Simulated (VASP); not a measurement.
A run of VASP 6.6.1 is set up as follows.

The input INCAR:

```
SYSTEM = Al3N
ALGO = Normal ; DIPOL = 0.5 0.5 0.361
EDIFF = 1E-6 ; EDIFFG = -0.025
ENCUT = 520 ; GGA = PE
IBRION = 2 ; IDIPOL = 3
ISIF = 2 ; ISMEAR = 0
LASPH = .TRUE. ; LCHARG = .FALSE.
LDIPOL = .TRUE. ; LREAL = .FALSE.
LWAVE = .FALSE. ; NELM = 100
NSW = 36 ; PREC = Accurate
SIGMA = 0.1
```

The input KPOINTS:

```
k-points
0
G
  9 9 1
  0 0 0
```

POSCAR

```
Al3N
1.0
    2.8567582919      0.0000000000      0.0000000000
   -1.4283791460      2.4740252533      0.0000000000
    0.0000000000      0.0000000000     20.1013781961
Al N
3 1
Selective dynamics
Direct
    0.6666666667      0.3333333333      0.1989913309  F F F
    0.3333333333      0.6666666667      0.3134471576  F F F
    0.0000000000      0.0000000000      0.4278999237  F F F
    0.1666666667      0.3333333333      0.5036669914  F F T
```

Potentials or basis: VASP PAW PBE potentials, release 64 (Al, N).

Run with:

```bash
$ cat potpaw_PBE.64/Al/POTCAR potpaw_PBE.64/N/POTCAR > POTCAR
$ mpirun -np 1 vasp_std > vasp.out
```

(1) Predict the band gap on the k mesh.

(2) What does it give for the energy gained by relaxing?

## Answers

(1) zero (band 7 reaches 0.23 eV, above the bottom of band 8 at -1.50 eV).

(2) 4.5 meV/atom.
